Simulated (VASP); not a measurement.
A run of VASP 6.6.1:

INCAR

```
PREC = Accurate ; ENCUT = 600
EDIFF = 1E-7 ; ISMEAR = -1
SIGMA = 0.05 ; LREAL = False
LASPH = True ; NELM = 60
ALGO = Normal ; ISIF = 3
LWAVE = False ; LCHARG = False
GGA = PE ; IBRION = 2
NSW = 32 ; EDIFFG = -0.005
PSTRESS = 1000.0
```

KPOINTS

```
regular mesh
0
Gamma
  17 17 15
```

File POSCAR:

```
Lu
1.0
    2.6057497699      0.0000000000      0.0000000000
   -1.3028748850      2.2566454967      0.0000000000
    0.0000000000      0.0000000000      2.4917486549
Lu
1
Direct
    0.0000000000      0.0000000000      0.0000000000
```

Potentials or basis: VASP PAW PBE potentials, release 64 (Lu).

Command:

```console
$ cat potpaw_PBE.64/Lu/POTCAR > POTCAR
$ mpirun -np 1 vasp_std > vasp.out
```

Hardware: 1 thread of Intel(R) Xeon(R) Platinum 8259CL CPU @ 2.50GHz (Skylake/Cascade Lake) (shared host).

Problem. How long does it take, and how much memory?

Solution. It took 3.9 min on 1 thread of Intel(R) Xeon(R) Platinum 8259CL CPU @ 2.50GHz (Skylake/Cascade Lake) (shared host), peak memory 0.22 GiB. Counts: scf iterations 62, k points 264, ion steps 8.
